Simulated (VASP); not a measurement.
A run of VASP 6.6.1:

Contents of INCAR:

```
PREC     = Accurate       # precision mode
ENCUT    = 520            # plane-wave cutoff, eV
EDIFF    = 1E-7           # SCF threshold, eV
ISMEAR   = -1             # smearing method
SIGMA    = 0.05           # smearing width, eV
LREAL    = False          # projectors in reciprocal space
LASPH    = True           # aspherical terms in the spheres
NELM     = 80             # most SCF steps
ALGO     = Normal         # electronic algorithm
ISIF     = 2              # what is computed and relaxed
LWAVE    = False          # write WAVECAR
LCHARG   = True           # write CHGCAR
GGA      = PS             # functional
LELF     = True           # ELF
LVHAR    = True         
NBANDS   = 25             # bands
```

Contents of KPOINTS:

```
regular mesh
0
Gamma
  6 6 5
```

Contents of POSCAR:

```
CuO
1.0
    2.8948105991      0.0000000000      0.0000000000
    0.0000000000      2.8948105991      0.0000000000
    0.0000000000      0.0000000000      5.0910870540
Cu O
2 2
Direct
    0.0000000000      0.5000000000      0.0000000000
    0.5000000000      0.0000000000      0.5000000000
    0.0000000000      0.0000000000      0.2500000000
    0.0000000000      0.0000000000      0.7500000000
```

Potentials or basis: VASP PAW PBE potentials, release 64 (Cu, O).

Command:

```bash
$ cat potpaw_PBE.64/Cu/POTCAR potpaw_PBE.64/O/POTCAR > POTCAR
$ mpirun -np 1 vasp_std > vasp.out
```

Hardware: 1 thread of Intel(R) Xeon(R) 6975P-C (Granite Rapids), with other jobs on the host.

Problem. Estimate the wall time of this run.

Solution. It took 16 s on 1 thread of Intel(R) Xeon(R) 6975P-C (Granite Rapids) (shared host), peak memory 0.17 GiB. Counts: scf iterations 16, k points 30.
